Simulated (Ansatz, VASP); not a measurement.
Cs: VASP beside Ansatz

Contents of INCAR:

```
ALGO = Fast
EDIFF = 1E-7
ENCUT = 520
GGA = CA
ISIF = 2
ISMEAR = 0
LASPH = T
LCHARG = F
LREAL = F
LWAVE = F
NBANDS = 10
NELM = 100
PREC = Accurate
SIGMA = 0.15
```

Contents of KPOINTS:

```
k-points
0
Gamma
  12 12 12
```

Contents of POSCAR:

```
Cs
1.0
   -2.8442813973      2.8442813973      3.4131376768
    2.8442813973     -2.8442813973      3.4131376768
    2.8442813973      2.8442813973     -3.4131376768
Cs
1
Direct
    0.0000000000      0.0000000000      0.0000000000
```

Input for Ansatz:

```yaml
crystal:
  lattice:
    - [-2.8442813973, 2.8442813973, 3.4131376768]
    - [2.8442813973, -2.8442813973, 3.4131376768]
    - [2.8442813973, 2.8442813973, -3.4131376768]
  atoms:
    - { symbol: Cs, position: [0.0, 0.0, 0.0] }
basis:
  ecutwfc: 420
kpoints:
  mp_grid: { grid: [12, 12, 12] }
hamiltonian:
  xc: lda
scf:
  occupations: { method: gaussian, width: 0.15 }
output:
  forces: true
  stress: true
  eigenvalues: true
```

Alike in both runs: task single point; functional LDA; k mesh 12 × 12 × 12; occupations gaussian, width 0.15 eV; no spin polarisation.

```csv
,VASP,Ansatz
version,VASP 6.6.1,Ansatz 0.2.0
potentials or method,"VASP PAW LDA potentials, release 64 (Cs_sv), cutoff 520 eV","scalar-relativistic, plane waves, PAW"
valence electrons in the cell,9,9
```

```tsv
	VASP	Ansatz	Ansatz less VASP
gap on the k mesh at the Fermi level (eV)	none	none	-
pressure (GPa)	-0.3	-0.3	+0.01
```

LDA's correlation is that of Perdew and Zunger in VASP and of Perdew and Wang (1992) in Ansatz. A gap of «none» marks a metal or a gap that the smearing closes.

Neither program's run includes spin-orbit coupling.
